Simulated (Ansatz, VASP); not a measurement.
# TaSi2: VASP beside Ansatz

```
CELL_PARAMETERS angstrom
-4.76099 0.00000 0.00000
-2.38050 -4.12314 0.00000
0.00000 0.00000 19.11229
ATOMIC_POSITIONS crystal
Ta 0.50000 0.00000 0.17152
Ta 0.50000 0.00000 0.51455
Ta 0.00000 0.50000 0.05717
Ta 0.00000 0.50000 0.40021
Ta 0.50000 0.50000 0.62889
Ta 0.50000 0.50000 0.28586
Si 0.15928 0.68143 0.17152
Si 0.15928 0.68143 0.51455
Si 0.31857 0.84072 0.05717
Si 0.31857 0.84072 0.40021
Si 0.15928 0.15928 0.62889
Si 0.15928 0.15928 0.28586
Si 0.84072 0.31857 0.17152
Si 0.84072 0.31857 0.51455
Si 0.68143 0.15928 0.05717
Si 0.68143 0.15928 0.40021
Si 0.84072 0.84072 0.62889
Si 0.84072 0.84072 0.28586
```

Alike in both runs: task single point; functional PBEsol; k mesh 9 × 9 × 3; occupations gaussian, width 0.15 eV; no spin polarisation.

```csv
,VASP,Ansatz
version,VASP 6.6.1,Ansatz 0.2.0
potentials or method,"VASP PAW PBE potentials, release 64 (Ta_pv, Si), cutoff 520 eV","scalar-relativistic, plane waves, PAW"
valence electrons in the cell,114,126
```

VASP gave:

```
gap on the k mesh at the Fermi level (eV) : none
rms of the force components (eV/Å)        : 0.348
```

Problem. What did Ansatz give for the same quantities?

Solution. gap on the k mesh at the Fermi level (eV): none; rms of the force components (eV/Å): 0.349.

VASP's potentials were made for PBE, not for PBEsol. Atom by atom the forces differ by 0.006 eV/Å (rms over components). A gap of «none» marks a metal or a gap that the smearing closes. VASP's potentials hold 114 valence electrons a cell and Ansatz's 126, so a difference there can come from the potentials and not from the codes. Ansatz's warnings: xc potential rough in thin density.

Neither program's run includes spin-orbit coupling.
